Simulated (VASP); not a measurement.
Write the native input for VASP 6.6.1 that does the following.

```
Task                   : single point
Functional             : PBEsol
Potentials or basis    : VASP PAW PBE potentials, release 64 (Si, O)
Cutoff                 : 520 eV
k mesh                 : 8 × 8 × 14
Occupations            : gaussian, width 0.02 eV
Spin                   : no spin polarisation
Dipole correction      : no
Further INCAR settings : ALGO = Normal; EDIFF = 1e-07; NBANDS = 25
```

The structure of SiO2 (k06) lies in POSCAR:

```
SiO2
1.0
    4.1944456875      0.0000000000      0.0000000000
    0.0000000000      4.1944456875      0.0000000000
    0.0000000000      0.0000000000      2.6782679635
Si O
2 4
Direct
    0.0000000000      0.0000000000      0.0000000000
    0.5000000000      0.5000000000      0.5000000000
    0.3060464345      0.3060464345      0.0000000000
    0.1939535655      0.8060464345      0.5000000000
    0.6939535655      0.6939535655      0.0000000000
    0.8060464345      0.1939535655      0.5000000000
```

The input as run:

INCAR

```
ALGO     = Normal         # electronic algorithm
EDIFF    = 1E-7           # SCF threshold, eV
ENCUT    = 520            # plane-wave cutoff, eV
GGA      = PS             # functional
ISIF     = 2              # what is computed and relaxed
ISMEAR   = 0              # smearing method
LASPH    = T              # aspherical terms in the spheres
LCHARG   = F              # write CHGCAR
LREAL    = F              # projectors in reciprocal space
LWAVE    = F              # write WAVECAR
NBANDS   = 25             # bands
NELM     = 80             # most SCF steps
PREC     = Accurate       # precision mode
SIGMA    = 0.02           # smearing width, eV
```

KPOINTS

```
k-points
0
Gamma
  8 8 14
```

Potentials or basis: VASP PAW PBE potentials, release 64 (Si, O).

Run with:

```console
$ cat potpaw_PBE.64/Si/POTCAR potpaw_PBE.64/O/POTCAR > POTCAR
$ mpirun -np 1 vasp_std > vasp.out
```

Results of the run:

```json
{
 "Pressure": "0.7 GPa",
 "Largest force": "0.033 eV/Å",
 "Band gap on the k mesh": "5.36 eV, direct"
}
```

Caveat: the PAW data sets were made with another functional, which shifts forces and pressure a little.

Run time: 2.6 min on 1 thread of AMD EPYC 7R13 Processor (Zen 3) (shared host), peak memory 0.19 GiB.
